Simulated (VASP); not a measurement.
# PbS (Fm-3m) in VASP: a series of runs

Runs on PbS. Level: r2SCAN. Tasks: single point.

Program: VASP 6.6.1. These are calculated values, not measurements. Logs are shortened: lines on timing, memory, paths and dates and some standing lists are left out, and cuts for length are marked.

### 1 The cell of the first run

The structure is cubic, space group Fm-3m (No. 225). Conventional cell: a = 5.735 Å, b = 5.735 Å, c = 5.735 Å, α = 90.00°, β = 90.00°, γ = 90.00°. Within 3.8 Å of Pb (site symmetry m-3m) lie 6 S at 2.87 Å. Within 3.8 Å of S (site symmetry m-3m) lie 6 Pb at 2.87 Å.

### 2 Single point, r2SCAN (strain -4.0%)

POSCAR

```
PbS
1.0
    0.0000000000      2.8677433692      2.8677433692
    2.8677433692      0.0000000000      2.8677433692
    2.8677433692      2.8677433692      0.0000000000
Pb S
1 1
Direct
    0.0000000000      0.0000000000      0.0000000000
    0.5000000000      0.5000000000      0.5000000000
```

INCAR.step1

```
ALGO = Normal ; EDIFF = 1E-4
ENCUT = 520 ; GGA = PE
ISMEAR = -1 ; LASPH = True
LCHARG = False ; LREAL = False
LWAVE = True ; NBANDS = 17
NELM = 60 ; PREC = Accurate
SIGMA = 0.02
```

INCAR.step2

```
ALGO = Normal ; EDIFF = 1E-6
ENCUT = 520 ; ISIF = 2
ISMEAR = -1 ; ISTART = 1
LASPH = True ; LCHARG = False
LMIXTAU = True ; LREAL = False
LWAVE = False ; METAGGA = R2SCAN
NBANDS = 17 ; NELM = 60
PREC = Accurate ; SIGMA = 0.02
```

KPOINTS

```
k-points
0
Gamma
  8 8 8
```

Potentials or basis: VASP PAW PBE potentials, release 64 (Pb_d, S).

The run is started by

```sh
> cat potpaw_PBE.64/Pb_d/POTCAR potpaw_PBE.64/S/POTCAR > POTCAR
> cp INCAR.step1 INCAR
> mpirun -np 1 vasp_std > vasp.out
> cp INCAR.step2 INCAR
> mpirun -np 1 vasp_std > vasp.out
```

OUTCAR:

```text
EDIFF = 1E-6
   ENCUT = 520
   ISIF = 2
   ISMEAR = -1
   ISTART = 1
   LASPH = True
   LREAL = False
   METAGGA = R2SCAN
   NELM = 60
   PREC = Accurate

 ion  position               nearest neighbor table
   1  0.000  0.000  0.000-   2 2.87   2 2.87   2 2.87   2 2.87   2 2.87   2 2.87
   2  0.500  0.500  0.500-   1 2.87   1 2.87   1 2.87   1 2.87   1 2.87   1 2.87

  LATTYP: Found a face centered cubic cell.
 ALAT       =     5.7354867384

  Lattice vectors:

 A1 = (   0.0000000000,   2.8677433692,   2.8677433692)
 A2 = (   2.8677433692,   0.0000000000,   2.8677433692)
 A3 = (   2.8677433692,   2.8677433692,   0.0000000000)

Analysis of symmetry for initial positions (statically):
=====================================================================
 Subroutine PRICEL returns:
 Original cell was already a primitive cell.

 Routine SETGRP: Setting up the symmetry group for a
 face centered cubic supercell.

 Subroutine GETGRP returns: Found 48 space group operations
 (whereof 48 operations were pure point group operations)
 out of a pool of 48 trial point group operations.

The static configuration has the point symmetry O_h .

Analysis of symmetry for dynamics (positions and initial velocities):
=====================================================================
 Subroutine PRICEL returns:
 Original cell was already a primitive cell.

 Routine SETGRP: Setting up the symmetry group for a
 face centered cubic supercell.

 Subroutine GETGRP returns: Found 48 space group operations
 (whereof 48 operations were pure point group operations)
 out of a pool of 48 trial point group operations.

The dynamic configuration has the point symmetry O_h .

 Subroutine INISYM returns: Found 48 space group operations
 (whereof 48 operations are pure point group operations),
 and found     1 'primitive' translations

----------------------------------------------------------------------------------------

                                     Primitive cell

  volume of cell :      47.1684

  direct lattice vectors                    reciprocal lattice vectors
     0.000000000  2.867743369  2.867743369    -0.174353119  0.174353119  0.174353119
     2.867743369  0.000000000  2.867743369     0.174353119 -0.174353119  0.174353119
     2.867743369  2.867743369  0.000000000     0.174353119  0.174353119 -0.174353119

  length of vectors
     4.055601566  4.055601566  4.055601566     0.301988460  0.301988460  0.301988460

  position of ions in fractional coordinates (direct lattice)
     0.000000000  0.000000000  0.000000000
     0.500000000  0.500000000  0.500000000

  ion indices of the primitive-cell ions
   primitive index   ion index
                 1           1
                 2           2

----------------------------------------------------------------------------------------

 KPOINTS: k-points

Automatic generation of k-mesh.
 Grid dimensions read from file:
 generate k-points for:    8    8    8

 Generating k-lattice:

  Cartesian coordinates                     Fractional coordinates (reciprocal lattice)
    -0.021794140  0.021794140  0.021794140     0.125000000  0.000000000  0.000000000
     0.021794140 -0.021794140  0.021794140     0.000000000  0.125000000  0.000000000
     0.021794140  0.021794140 -0.021794140     0.000000000  0.000000000  0.125000000

  Length of vectors
     0.037748558  0.037748558  0.037748558

  Shift w.r.t. Gamma in fractional coordinates (k-lattice)
     0.000000000  0.000000000  0.000000000

 Subroutine IBZKPT returns following result:
 ===========================================

 Found     29 irreducible k-points:

 Following reciprocal coordinates:
            Coordinates               Weight
  0.000000  0.000000  0.000000      1.000000
  0.125000  0.000000  0.000000      8.000000
  0.250000  0.000000  0.000000      8.000000
  0.375000  0.000000  0.000000      8.000000
  0.500000  0.000000  0.000000      4.000000
  0.125000  0.125000  0.000000      6.000000
[... 16 lines left out ...]
  0.500000  0.250000  0.125000     48.000000
 -0.375000  0.250000  0.125000     24.000000
 [... further k-points ...]
   k-points           NKPTS =     29   k-points in BZ     NKDIM =     29   number of bands    NBANDS=     17
   number of dos      NEDOS =    301   number of ions     NIONS =      2
   total plane-waves  NPLWV =  27000
   dimension x,y,z NGX =    30 NGY =   30 NGZ =   30
   dimension x,y,z NGXF=    60 NGYF=   60 NGZF=   60
   ions per type =               1   1
   NGX,Y,Z   is equivalent  to a cutoff of  12.30, 12.30, 12.30 a.u.
   NGXF,Y,Z  is equivalent  to a cutoff of  24.60, 24.60, 24.60 a.u.
 SYSTEM =  unknown system
   PREC   = accura    normal or accurate (medium, high low for compatibility)
   ISTART =      1    job   : 0-new  1-cont  2-samecut
   ICHARG =      0    charge: 1-file 2-atom 10-const
   ISPIN  =      1    spin polarized calculation?
   LNONCOLLINEAR =      F non collinear calculations
   LSORBIT =      F    spin-orbit coupling
   LASPH  =      T    aspherical Exc in radial PAW
   ENCUT  =  520.0 eV  38.22 Ry    6.18 a.u.   7.54  7.54  7.54*2*pi/ulx,y,z
   NELM   =     60;   NELMIN=  2; NELMDL=  0     # of ELM steps
   EDIFF  = 0.1E-05   stopping-criterion for ELM
   LREAL  =      F    real-space projection
   EDIFFG = 0.1E-04   stopping-criterion for IOM
   NSW    =      0    number of steps for IOM
   IBRION =     -1    ionic relax: 0-MD 1-quasi-New 2-CG
   NFREE  =      0    steps in history (QN), initial steepest desc. (CG)
   ISIF   =      2    stress and relaxation
   ISYM   =      2    0-nonsym 1-usesym 2-fastsym
   POTIM  = 0.5000    time-step for ionic-motion
   TEBEG  =    0.0;   TEEND  =   0.0 temperature during run
   PSTRESS=    0.0 pullay stress
   NELECT =      20.0000    total number of electrons
   NUPDOWN=      -1.0000    fix difference up-down
   EMIN   =  10.00;   EMAX   =-10.00  energy-range for DOS
   EFERMI =   0.00;   METHOD = LEGACY
   ISMEAR =    -1;   SIGMA  =   0.02  broadening in eV -4-tet -1-fermi 0-gaus
   EFERMI_NEDOS =   21; number of points for ismear=-14 and -15
   IALGO  =     38    algorithm
   IMIX   =      4    mixing-type and parameters
     AMIX     =   0.40;   BMIX     =  1.00
     AMIX_MAG =   1.60;   BMIX_MAG =  1.00
  volume/ion in A,a.u.               =      23.58       159.15
  Fermi-wavevector in a.u.,A,eV,Ry     =   1.229895  2.324164 20.580725  1.512641
  Thomas-Fermi vector in A             =   2.364764
   LORBIT       =      0    0 simple, 1 ext, 2 COOP (PROOUT), +10 PAW based schemes
   METAGGA = R2SCAN    functional components
   LHFCALC =     F    Hartree Fock is set to
   AEXX    =    0.0000 exact exchange contribution
   IVDW    =     0    specifies the selected vdW correction
   LEPSILON=     F    determine dielectric tensor
   LRPA    =     F    only Hartree local field effects (RPA)
 non-spin polarized calculation
  energy-cutoff  :      520.00
  volume of cell :       47.17
 maximum number of plane-waves:      1287
   NGX = 15   NGY = 15   NGZ = 15

 number of electron      20.0000000 magnetization

 Free energy of the ion-electron system (eV)
  ---------------------------------------------------
  ext. energy  EPLUGINS =         0.00000000
  ---------------------------------------------------
  free energy    TOTEN  =       -65.45162043 eV

  energy without entropy =      -65.45157213  energy(sigma->0) =      -65.45159628

 E-fermi :   7.3875     XC(G=0): -10.7781

 val. band max:        7.3036295790   @ k =   0.5000   0.0000   0.0000
 cond. band min:       7.4714021088   @ k =   0.5000   0.0000   0.0000
 fundamental gap:      0.1677725298
 Fermi energy:         7.3875158444

 k-point     1 :       0.0000    0.0000    0.0000
  band No.  band energies     occupation
      1     -10.5376      2.00000
      2     -10.5376      2.00000
      3     -10.5376      2.00000
      4     -10.5270      2.00000
      5     -10.5270      2.00000
      6      -8.1067      2.00000
[... 9 lines left out ...]
     16      13.9726      0.00000
     17      15.8941      0.00000

 k-point     2 :       0.1250    0.0000    0.0000
  band No.  band energies     occupation
      1     -10.5379      2.00000
      2     -10.5379      2.00000
      3     -10.5371      2.00000
      4     -10.5247      2.00000
      5     -10.5247      2.00000
      6      -7.9476      2.00000
[... 9 lines left out ...]
     16      14.4090      0.00000
     17      17.3209      0.00000

 k-point     3 :       0.2500    0.0000    0.0000
  band No.  band energies     occupation
      1     -10.5554      2.00000
      2     -10.5554      2.00000
      3     -10.5366      2.00000
      4     -10.5021      2.00000
      5     -10.5021      2.00000
      6      -7.5019      2.00000
[... 9 lines left out ...]
     16      15.3191      0.00000
     17      19.8626      0.00000

 k-point     4 :       0.3750    0.0000    0.0000
  band No.  band energies     occupation
      1     -10.5737      2.00000
      2     -10.5737      2.00000
      3     -10.5371      2.00000
      4     -10.4784      2.00000
      5     -10.4784      2.00000
      6      -6.9111      2.00000
[... 9 lines left out ...]
     16      16.6112      0.00000
     17      19.9660      0.00000

 k-point     5 :       0.5000    0.0000    0.0000
  band No.  band energies     occupation
      1     -10.5813      2.00000
      2     -10.5813      2.00000
      3     -10.5375      2.00000
      4     -10.4685      2.00000
      5     -10.4685      2.00000
      6      -6.5833      2.00000
[... 9 lines left out ...]
     16      17.5369      0.00000
     17      18.4214      0.00000

 k-point     6 :       0.1250    0.1250    0.0000
  band No.  band energies     occupation
      1     -10.5502      2.00000
      2     -10.5433      2.00000
      3     -10.5253      2.00000
      4     -10.5253      2.00000
      5     -10.5215      2.00000
      6      -7.8885      2.00000
[... 9 lines left out ...]
     16      15.4126      0.00000
     17      16.8589      0.00000

 k-point     7 :       0.2500    0.1250    0.0000
  band No.  band energies     occupation
      1     -10.5802      2.00000
      2     -10.5440      2.00000
      3     -10.5332      2.00000
      4     -10.5112      2.00000
      5     -10.4986      2.00000
      6      -7.5236      2.00000
[... 9 lines left out ...]
     16      16.1729      0.00000
     17      18.4109      0.00000

 k-point     8 :       0.3750    0.1250    0.0000
  band No.  band energies     occupation
      1     -10.6054      2.00000
      2     -10.5512      2.00000
      3     -10.5376      2.00000
      4     -10.4961      2.00000
      5     -10.4751      2.00000
      6      -6.9571      2.00000
[... 9 lines left out ...]
     16      17.2381      0.00000
     17      19.8592      0.00000
[... 203 lines left out ...]
      1     -10.7860      2.00000
      2     -10.5663      2.00000
      3     -10.5006      2.00000
      4     -10.4585      2.00000
      5     -10.4533      2.00000
      6      -6.0014      2.00000
[... 9 lines left out ...]
     16      19.4094      0.00000
     17      19.5214      0.00000

 k-point    20 :      -0.3750    0.3750    0.0000
  band No.  band energies     occupation
      1     -10.7472      2.00000
      2     -10.5445      2.00000
      3     -10.5206      2.00000
      4     -10.4743      2.00000
      5     -10.4597      2.00000
      6      -5.9303      2.00000
[... 9 lines left out ...]
     16      18.8999      0.00000
     17      20.7292      0.00000

 k-point    21 :       0.5000    0.5000    0.0000
  band No.  band energies     occupation
      1     -10.8213      2.00000
      2     -10.5764      2.00000
      3     -10.4892      2.00000
      4     -10.4478      2.00000
      5     -10.4478      2.00000
      6      -5.8831      2.00000
[... 9 lines left out ...]
     16      19.8108      0.00000
     17      19.8108      0.00000

 k-point    22 :       0.3750    0.2500    0.1250
  band No.  band energies     occupation
      1     -10.6200      2.00000
      2     -10.5441      2.00000
      3     -10.5359      2.00000
      4     -10.4952      2.00000
      5     -10.4862      2.00000
      6      -7.0821      2.00000
[... 9 lines left out ...]
     16      17.5663      0.00000
     17      17.9572      0.00000

 k-point    23 :       0.5000    0.2500    0.1250
  band No.  band energies     occupation
      1     -10.6493      2.00000
      2     -10.5490      2.00000
      3     -10.5314      2.00000
      4     -10.4904      2.00000
      5     -10.4729      2.00000
      6      -6.5280      2.00000
[... 9 lines left out ...]
     16      17.9987      0.00000
     17      19.2437      0.00000

 k-point    24 :      -0.3750    0.2500    0.1250
  band No.  band energies     occupation
      1     -10.6598      2.00000
      2     -10.5556      2.00000
      3     -10.5192      2.00000
      4     -10.4974      2.00000
      5     -10.4652      2.00000
      6      -6.2389      2.00000
[... 9 lines left out ...]
     16      18.5386      0.00000
     17      19.0850      0.00000

 [... further k-points ...]

------------------------ aborting loop because EDIFF is reached ----------------------------------------

  FORCE on cell =-STRESS in cart. coord.  units (eV):
  Direction    XX          YY          ZZ          XY          YZ          ZX
  --------------------------------------------------------------------------------------
  -------------------------------------------------------------------------------------
  Total        2.7029153      2.7029153      2.7029153      0.0000000      0.0000000      0.0000000
  in kB       91.8104628     91.8104628     91.8104628      0.0000000      0.0000000      0.0000000
  external PRESSURE =      91.8104628 kB  Pullay stress =       0.0000000 kB

 VOLUME and BASIS-vectors are now :
 -----------------------------------------------------------------------------
  energy-cutoff  :      520.00
  volume of cell :       47.17
      direct lattice vectors                 reciprocal lattice vectors
     0.000000000  2.867743369  2.867743369    -0.174353119  0.174353119  0.174353119
     2.867743369  0.000000000  2.867743369     0.174353119 -0.174353119  0.174353119
     2.867743369  2.867743369  0.000000000     0.174353119  0.174353119 -0.174353119

 POSITION                                       TOTAL-FORCE (eV/Angst)
 -----------------------------------------------------------------------------------
      0.00000      0.00000      0.00000         0.000000      0.000000      0.000000
      2.86774      2.86774      2.86774        -0.000000     -0.000000     -0.000000
 -----------------------------------------------------------------------------------
    total drift:                               -0.000000      0.000000      0.000000

  FREE ENERGIE OF THE ION-ELECTRON SYSTEM (eV)
  ---------------------------------------------------
  free  energy   TOTEN  =       -65.4516204325 eV

  energy  without entropy=      -65.4515721302  energy(sigma->0) =      -65.45159628
```

Run time: 2.1 min. Hardware: 1 thread of Intel Xeon 8259CL, shared host; peak memory 0.18 GiB.

What came out:

```yaml
Free_energy: -65.4516 eV
Pressure: 9.2 GPa
Band_gap_on_the_k_mesh: 0.17 eV, direct
```

Levels at points of the mesh, in eV from the valence-band top:
```
           k point  band 6  band 7  band 8  band 9  band 10  band 11  band 12  band 13  band 14  band 15
(0.00, 0.00, 0.00)  -15.41   -6.06   -3.08   -3.08    -3.08     5.69     5.69     5.69     6.67     6.67
(0.50, 0.00, 0.00)  -13.89   -9.99   -2.57   -2.57     0.00     0.17     1.73     1.73     9.14    10.23
(0.50, 0.50, 0.00)  -13.19   -7.73   -6.52   -4.53    -4.53     3.50     6.21     6.33     6.33    11.58
```

Caveat: the cell differs from its parent crystal (strain -4.0%); the PAW data sets were made with another functional, which shifts forces and pressure a little; spin-orbit coupling is left out, which moves the levels of the heavy elements.

### 3 Single point, r2SCAN (strain -3.0%)

POSCAR

```
PbS
1.0
    0.0000000000      2.8976156959      2.8976156959
    2.8976156959      0.0000000000      2.8976156959
    2.8976156959      2.8976156959      0.0000000000
Pb S
1 1
Direct
    0.0000000000      0.0000000000      0.0000000000
    0.5000000000      0.5000000000      0.5000000000
```

INCAR.step1

```
  PREC = Accurate
  ENCUT = 520
  ISMEAR = -1
  SIGMA = 0.02
  LREAL = False
  LASPH = True
  NELM = 60
  NBANDS = 17
  GGA = PE
  ALGO = Normal
  EDIFF = 1E-4
  LWAVE = True
  LCHARG = False
```

INCAR.step2

```
  PREC = Accurate
  ENCUT = 520
  EDIFF = 1E-7
  ISMEAR = -1
  SIGMA = 0.02
  LREAL = False
  LASPH = True
  NELM = 60
  ALGO = Normal
  ISIF = 2
  LWAVE = False
  LCHARG = False
  METAGGA = R2SCAN
  LMIXTAU = True
  NBANDS = 17
  ISTART = 1
```

KPOINTS

```
regular mesh
0
Gamma
  8 8 8
```

Potentials or basis: VASP PAW PBE potentials, release 64 (Pb_d, S).

The run is started by

```sh
> cat potpaw_PBE.64/Pb_d/POTCAR potpaw_PBE.64/S/POTCAR > POTCAR
> cp INCAR.step1 INCAR
> mpirun -np 1 vasp_std > vasp.out
> cp INCAR.step2 INCAR
> mpirun -np 1 vasp_std > vasp.out
```

It took 2.7 min on 1 thread of Intel Xeon 8259CL, shared host; peak memory 0.18 GiB.

Results (log left out):

```yaml
Free_energy: -65.5245 eV
Pressure: 6.4 GPa
Band_gap_on_the_k_mesh: 0.32 eV, direct
```

Levels at points of the mesh, in eV from the valence-band top:
```tsv
k point	band 7	band 8	band 9	band 10	band 11	band 12	band 13	band 14
(0.00, 0.00, 0.00)	-6.07	-2.84	-2.84	-2.84	5.65	5.65	5.65	6.82
(0.50, 0.00, 0.00)	-9.70	-2.36	-2.36	0.00	0.32	1.88	1.88	9.16
(0.50, 0.50, 0.00)	-7.60	-6.16	-4.23	-4.23	3.71	6.15	6.26	6.26
```

Caveat: the cell differs from its parent crystal (strain -3.0%); the PAW data sets were made with another functional, which shifts forces and pressure a little; spin-orbit coupling is left out, which moves the levels of the heavy elements.
